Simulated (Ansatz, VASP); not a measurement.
As in VASP and in Ansatz

```
As
1.0
     2.90969    0.00000    0.00000
    -1.45484    2.51986    0.00000
     0.00000    0.00000    5.40029
As
2
Direct
  0.00000 0.00000 0.74623
  0.00000 0.00000 0.25377
```

Alike in both runs: task relaxation of cell and atoms; functional PBE; k mesh 24 × 24 × 10; occupations gaussian, width 0.1 eV; no spin polarisation.

```csv
,VASP,Ansatz
version,VASP 6.6.1,Ansatz 0.2.0
potentials or method,"VASP PAW PBE potentials, release 64 (As), cutoff 600 eV","scalar-relativistic, plane waves, PAW"
valence electrons in the cell,10,30
```

Ansatz gave:

```
gap on the k mesh at the Fermi level, each at its own relaxed structure (eV) : none
relaxed volume (Å³/atom)                                                     : 20.10
relaxed cell length with the largest relative difference (Å)                 : 5.498
```

What did VASP give for the same quantities?

gap on the k mesh at the Fermi level, each at its own relaxed structure (eV): none; relaxed volume (Å³/atom): 20.13; relaxed cell length with the largest relative difference (Å): 5.501.

A gap of «none» marks a metal or a gap that the smearing closes. VASP's potentials hold 10 valence electrons a cell and Ansatz's 30, so a difference there can come from the potentials and not from the codes.
